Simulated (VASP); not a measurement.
# Te (Fm-3m) in VASP: further runs

The runs below take Te through single point, with r2SCAN.

Everything below comes from runs of VASP 6.6.1. Logs are shortened: lines on timing, memory, paths and dates and some standing lists are left out, and cuts for length are marked.

### Step 1. The cell of the first run

The structure is cubic, space group Fm-3m (No. 225). The conventional cell has a = 4.844 Å, b = 4.844 Å, c = 4.844 Å, α = 90.00°, β = 90.00°, γ = 90.00°. Te (site symmetry m-3m) has 12 Te at 3.43 Å within 4.5 Å.

### Step 2. Single point, r2SCAN

POSCAR reads:

```
Te
1.0
    0.0000000000      2.4219472457      2.4219472457
    2.4219472457      0.0000000000      2.4219472457
    2.4219472457      2.4219472457      0.0000000000
Te
1
Direct
    0.0000000000      0.0000000000      0.0000000000
```

INCAR.step1 reads:

```
SYSTEM = Te
  ALGO = Normal
  EDIFF = 1E-4
  ENCUT = 520
  GGA = PE
  ISMEAR = -1
  LASPH = .TRUE.
  LCHARG = .FALSE.
  LREAL = .FALSE.
  LWAVE = .TRUE.
  NBANDS = 9
  NELM = 80
  PREC = Accurate
  SIGMA = 0.1
```

INCAR.step2 reads:

```
SYSTEM = Te
  ALGO = Normal
  EDIFF = 1E-7
  ENCUT = 520
  ISIF = 2
  ISMEAR = -1
  ISTART = 1
  LASPH = .TRUE.
  LCHARG = .FALSE.
  LMIXTAU = .TRUE.
  LREAL = .FALSE.
  LWAVE = .FALSE.
  METAGGA = R2SCAN
  NBANDS = 9
  NELM = 80
  PREC = Accurate
  SIGMA = 0.1
```

KPOINTS reads:

```
k-points
0
G
  11 11 11
  0 0 0
```

Potentials or basis: VASP PAW PBE potentials, release 64 (Te).

The run is started by

```sh
$ cat potpaw_PBE.64/Te/POTCAR > POTCAR
$ cp INCAR.step1 INCAR
$ mpirun -np 1 vasp_std > vasp.out
$ cp INCAR.step2 INCAR
$ mpirun -np 1 vasp_std > vasp.out
```

OUTCAR:

```text
SYSTEM = Te
   EDIFF = 1E-7
   ENCUT = 520
   ISIF = 2
   ISMEAR = -1
   ISTART = 1
   LASPH = .TRUE.
   LREAL = .FALSE.
   METAGGA = R2SCAN
   NELM = 80
   PREC = Accurate

 ion  position               nearest neighbor table
   1  0.000  0.000  0.000-

  LATTYP: Found a face centered cubic cell.
 ALAT       =     4.8438944914

  Lattice vectors:

 A1 = (   0.0000000000,   2.4219472457,   2.4219472457)
 A2 = (   2.4219472457,   0.0000000000,   2.4219472457)
 A3 = (   2.4219472457,   2.4219472457,   0.0000000000)

Analysis of symmetry for initial positions (statically):
=====================================================================
 Subroutine PRICEL returns:
 Original cell was already a primitive cell.

 Routine SETGRP: Setting up the symmetry group for a
 face centered cubic supercell.

 Subroutine GETGRP returns: Found 48 space group operations
 (whereof 48 operations were pure point group operations)
 out of a pool of 48 trial point group operations.

The static configuration has the point symmetry O_h .

Analysis of symmetry for dynamics (positions and initial velocities):
=====================================================================
 Subroutine PRICEL returns:
 Original cell was already a primitive cell.

 Routine SETGRP: Setting up the symmetry group for a
 face centered cubic supercell.

 Subroutine GETGRP returns: Found 48 space group operations
 (whereof 48 operations were pure point group operations)
 out of a pool of 48 trial point group operations.

The dynamic configuration has the point symmetry O_h .

 Subroutine INISYM returns: Found 48 space group operations
 (whereof 48 operations are pure point group operations),
 and found     1 'primitive' translations

----------------------------------------------------------------------------------------

                                     Primitive cell

  volume of cell :      28.4135

  direct lattice vectors                    reciprocal lattice vectors
     0.000000000  2.421947246  2.421947246    -0.206445455  0.206445455  0.206445455
     2.421947246  0.000000000  2.421947246     0.206445455 -0.206445455  0.206445455
     2.421947246  2.421947246  0.000000000     0.206445455  0.206445455 -0.206445455

  length of vectors
     3.425150642  3.425150642  3.425150642     0.357574016  0.357574016  0.357574016

  position of ions in fractional coordinates (direct lattice)
     0.000000000  0.000000000  0.000000000

  ion indices of the primitive-cell ions
   primitive index   ion index
                 1           1

----------------------------------------------------------------------------------------

 KPOINTS: k-points

Automatic generation of k-mesh.
 Grid dimensions read from file:
 generate k-points for:   11   11   11

 Generating k-lattice:

  Cartesian coordinates                     Fractional coordinates (reciprocal lattice)
    -0.018767769  0.018767769  0.018767769     0.090909091  0.000000000  0.000000000
     0.018767769 -0.018767769  0.018767769     0.000000000  0.090909091  0.000000000
     0.018767769  0.018767769 -0.018767769     0.000000000  0.000000000  0.090909091

  Length of vectors
     0.032506729  0.032506729  0.032506729

  Shift w.r.t. Gamma in fractional coordinates (k-lattice)
     0.000000000  0.000000000  0.000000000

 Subroutine IBZKPT returns following result:
 ===========================================

 Found     56 irreducible k-points:

 Following reciprocal coordinates:
            Coordinates               Weight
  0.000000  0.000000  0.000000      1.000000
  0.090909  0.000000  0.000000      8.000000
  0.181818  0.000000  0.000000      8.000000
  0.272727  0.000000  0.000000      8.000000
  0.363636  0.000000  0.000000      8.000000
  0.454545  0.000000  0.000000      8.000000
[... 16 lines left out ...]
 -0.272727  0.181818  0.000000     24.000000
 -0.181818  0.181818  0.000000     12.000000
 [... further k-points ...]
   k-points           NKPTS =     56   k-points in BZ     NKDIM =     56   number of bands    NBANDS=      9
   number of dos      NEDOS =    301   number of ions     NIONS =      1
   total plane-waves  NPLWV =  21952
   dimension x,y,z NGX =    28 NGY =   28 NGZ =   28
   dimension x,y,z NGXF=    56 NGYF=   56 NGZF=   56
   ions per type =               1
   NGX,Y,Z   is equivalent  to a cutoff of  13.59, 13.59, 13.59 a.u.
   NGXF,Y,Z  is equivalent  to a cutoff of  27.18, 27.18, 27.18 a.u.
 SYSTEM =  Te
   PREC   = accura    normal or accurate (medium, high low for compatibility)
   ISTART =      1    job   : 0-new  1-cont  2-samecut
   ICHARG =      0    charge: 1-file 2-atom 10-const
   ISPIN  =      1    spin polarized calculation?
   LNONCOLLINEAR =      F non collinear calculations
   LSORBIT =      F    spin-orbit coupling
   LASPH  =      T    aspherical Exc in radial PAW
   ENCUT  =  520.0 eV  38.22 Ry    6.18 a.u.   6.37  6.37  6.37*2*pi/ulx,y,z
   NELM   =     80;   NELMIN=  2; NELMDL=  0     # of ELM steps
   EDIFF  = 0.1E-06   stopping-criterion for ELM
   LREAL  =      F    real-space projection
   EDIFFG = 0.1E-05   stopping-criterion for IOM
   NSW    =      0    number of steps for IOM
   IBRION =     -1    ionic relax: 0-MD 1-quasi-New 2-CG
   NFREE  =      0    steps in history (QN), initial steepest desc. (CG)
   ISIF   =      2    stress and relaxation
   ISYM   =      2    0-nonsym 1-usesym 2-fastsym
   POTIM  = 0.5000    time-step for ionic-motion
   TEBEG  =    0.0;   TEEND  =   0.0 temperature during run
   PSTRESS=    0.0 pullay stress
   NELECT =       6.0000    total number of electrons
   NUPDOWN=      -1.0000    fix difference up-down
   EMIN   =  10.00;   EMAX   =-10.00  energy-range for DOS
   EFERMI =   0.00;   METHOD = LEGACY
   ISMEAR =    -1;   SIGMA  =   0.10  broadening in eV -4-tet -1-fermi 0-gaus
   EFERMI_NEDOS =   21; number of points for ismear=-14 and -15
   IALGO  =     38    algorithm
   IMIX   =      4    mixing-type and parameters
     AMIX     =   0.40;   BMIX     =  1.00
     AMIX_MAG =   1.60;   BMIX_MAG =  1.00
  volume/ion in A,a.u.               =      28.41       191.74
  Fermi-wavevector in a.u.,A,eV,Ry     =   0.974879  1.842254 12.930820  0.950388
  Thomas-Fermi vector in A             =   2.105374
   LORBIT       =      0    0 simple, 1 ext, 2 COOP (PROOUT), +10 PAW based schemes
   METAGGA = R2SCAN    functional components
   LHFCALC =     F    Hartree Fock is set to
   AEXX    =    0.0000 exact exchange contribution
   IVDW    =     0    specifies the selected vdW correction
   LEPSILON=     F    determine dielectric tensor
   LRPA    =     F    only Hartree local field effects (RPA)
 non-spin polarized calculation
  energy-cutoff  :      520.00
  volume of cell :       28.41
 maximum number of plane-waves:       781
 NGX is ok and might be reduce to    28
   NGX = 13   NGY = 13   NGZ = 13

 number of electron       6.0000000 magnetization

 Free energy of the ion-electron system (eV)
  ---------------------------------------------------
  ext. energy  EPLUGINS =         0.00000000
  ---------------------------------------------------
  free energy    TOTEN  =       -24.88902431 eV

  energy without entropy =      -24.85914260  energy(sigma->0) =      -24.87408345

 E-fermi :   7.6639     XC(G=0): -10.5950

 val. band max:        7.6518892906   @ k =   0.4545   0.2727   0.0000
 cond. band min:       7.6711869615   @ k =  -0.3636   0.3636   0.0000
 fundamental gap:      0.0192976709
 Fermi energy:         7.6639101940

 k-point     1 :       0.0000    0.0000    0.0000
  band No.  band energies     occupation
      1      -6.7382      2.00000
      2      10.8635      0.00000
      3      10.8635      0.00000
      4      10.8635      0.00000
      5      17.6624      0.00000
      6      17.6624      0.00000
      7      17.6624      0.00000
      8      18.6037      0.00000
      9      19.2435      0.00000

 k-point     2 :       0.0909    0.0000    0.0000
  band No.  band energies     occupation
      1      -6.5880      2.00000
      2       9.7343      0.00000
      3      10.7126      0.00000
      4      10.7126      0.00000
      5      16.9573      0.00000
      6      17.9445      0.00000
      7      17.9445      0.00000
      8      19.3266      0.00000
      9      20.7426      0.00000

 k-point     3 :       0.1818    0.0000    0.0000
  band No.  band energies     occupation
      1      -6.1453      2.00000
      2       7.4505      1.78840
      3      10.3566      0.00000
      4      10.3566      0.00000
      5      16.2022      0.00000
      6      18.3467      0.00000
      7      18.3467      0.00000
      8      20.5858      0.00000
      9      20.7366      0.00000

 k-point     4 :       0.2727    0.0000    0.0000
  band No.  band energies     occupation
      1      -5.4415      2.00000
      2       5.0617      2.00000
      3       9.9655      0.00000
      4       9.9655      0.00000
      5      15.7075      0.00000
      6      17.9214      0.00000
      7      17.9214      0.00000
      8      20.0053      0.00000
      9      21.4401      0.00000
[... 205 lines left out ...]
 k-point    22 :      -0.3636    0.1818    0.0000
  band No.  band energies     occupation
      1      -3.6050      2.00000
      2       2.4929      2.00000
      3       6.4475      1.99999
      4       9.0507      0.00000
      5      14.8961      0.00000
      6      18.1667      0.00000
      7      18.4729      0.00000
      8      22.4874      0.00000
      9      22.5677      0.00000

 k-point    23 :      -0.2727    0.1818    0.0000
  band No.  band energies     occupation
      1      -4.4022      2.00000
      2       3.9983      2.00000
      3       6.5071      1.99998
      4       9.6581      0.00000
      5      15.7166      0.00000
      6      18.0450      0.00000
      7      18.4717      0.00000
      8      20.4903      0.00000
      9      20.9464      0.00000

 k-point    24 :      -0.1818    0.1818    0.0000
  band No.  band energies     occupation
      1      -5.2040      2.00000
      2       5.6520      2.00000
      3       7.2160      1.97757
      4      10.2484      0.00000
      5      16.8155      0.00000
      6      17.6191      0.00000
      7      18.7207      0.00000
      8      19.0695      0.00000
      9      19.7058      0.00000

 [... further k-points ...]

------------------------ aborting loop because EDIFF is reached ----------------------------------------

  FORCE on cell =-STRESS in cart. coord.  units (eV):
  Direction    XX          YY          ZZ          XY          YZ          ZX
  --------------------------------------------------------------------------------------
  -------------------------------------------------------------------------------------
  Total       -0.0152992     -0.0152992     -0.0152992     -0.0000000     -0.0000000     -0.0000000
  in kB       -0.8626928     -0.8626928     -0.8626928     -0.0000000     -0.0000000     -0.0000000
  external PRESSURE =      -0.8626928 kB  Pullay stress =       0.0000000 kB

 VOLUME and BASIS-vectors are now :
 -----------------------------------------------------------------------------
  energy-cutoff  :      520.00
  volume of cell :       28.41
      direct lattice vectors                 reciprocal lattice vectors
     0.000000000  2.421947246  2.421947246    -0.206445455  0.206445455  0.206445455
     2.421947246  0.000000000  2.421947246     0.206445455 -0.206445455  0.206445455
     2.421947246  2.421947246  0.000000000     0.206445455  0.206445455 -0.206445455

 POSITION                                       TOTAL-FORCE (eV/Angst)
 -----------------------------------------------------------------------------------
      0.00000      0.00000      0.00000         0.000000      0.000000      0.000000
 -----------------------------------------------------------------------------------
    total drift:                                0.000000      0.000000      0.000000

  FREE ENERGIE OF THE ION-ELECTRON SYSTEM (eV)
  ---------------------------------------------------
  free  energy   TOTEN  =       -24.8890243101 eV

  energy  without entropy=      -24.8591425964  energy(sigma->0) =      -24.87408345
```

Wall time 46 s (1 thread of Intel Xeon Platinum 8488C (Sapphire Rapids), shared host); peak memory 0.16 GiB.

Results:

- Free energy: -24.8890 eV
- Pressure: -0.1 GPa
- Band gap on the k mesh: zero (band 3 reaches 10.86 eV, above the bottom of band 4 at 5.91 eV)

Levels at points of the mesh, in eV from the Fermi level:
| k point | band 1 | band 2 | band 3 | band 4 | band 5 | band 6 | band 7 |
| --- | --- | --- | --- | --- | --- | --- | --- |
| (0.00, 0.00, 0.00) | -14.40 | 3.20 | 3.20 | 3.20 | 10.00 | 10.00 | 10.00 |

Caveat: the PAW data sets were made with another functional, which shifts forces and pressure a little; spin-orbit coupling is left out, which moves the levels of the heavy elements.

### Step 3. Single point, r2SCAN (volume scaled by 0.88)

POSCAR reads:

```
Te
1.0
    0.0000000000      2.3209132251      2.3209132251
    2.3209132251      0.0000000000      2.3209132251
    2.3209132251      2.3209132251      0.0000000000
Te
1
Direct
    0.0000000000      0.0000000000      0.0000000000
```

INCAR.step1 reads:

```
SYSTEM = Te
  PREC = Accurate
  ENCUT = 520
  ISMEAR = -1
  SIGMA = 0.1
  LREAL = .FALSE.
  LASPH = .TRUE.
  NELM = 60
  NBANDS = 9
  GGA = PE
  ALGO = Normal
  EDIFF = 1E-4
  LWAVE = .TRUE.
  LCHARG = .FALSE.
```

INCAR.step2 reads:

```
SYSTEM = Te
  PREC = Accurate
  ENCUT = 520
  EDIFF = 1E-6
  ISMEAR = -1
  SIGMA = 0.1
  LREAL = .FALSE.
  LASPH = .TRUE.
  NELM = 60
  ALGO = Normal
  ISIF = 2
  LWAVE = .FALSE.
  LCHARG = .FALSE.
  METAGGA = R2SCAN
  LMIXTAU = .TRUE.
  NBANDS = 9
  ISTART = 1
```

KPOINTS reads:

```
Automatic mesh
0
G
  13 13 13
  0 0 0
```

Potentials or basis: VASP PAW PBE potentials, release 64 (Te).

The run is started by

```sh
$ cat potpaw_PBE.64/Te/POTCAR > POTCAR
$ cp INCAR.step1 INCAR
$ mpirun -np 1 vasp_std > vasp.out
$ cp INCAR.step2 INCAR
$ mpirun -np 1 vasp_std > vasp.out
```

Run time: 26 s. Hardware: 1 thread of Intel Xeon Platinum 8488C (Sapphire Rapids), shared host; peak memory 0.15 GiB.

Results (log left out):

| Quantity | Value |
| --- | --- |
| Free energy | -24.8035 eV |
| Pressure | 9.0 GPa |
| Band gap on the k mesh | zero (band 3 reaches 13.53 eV, above the bottom of band 4 at 7.18 eV) |

Levels at points of the mesh, in eV from the Fermi level:
```tsv
k point	band 1	band 2	band 3	band 4	band 5	band 6	band 7	band 8
(0.00, 0.00, 0.00)	-15.59	3.95	3.95	3.95	10.17	10.17	10.17	11.32
```

Caveat: the PAW data sets were made with another functional, which shifts forces and pressure a little; spin-orbit coupling is left out, which moves the levels of the heavy elements.
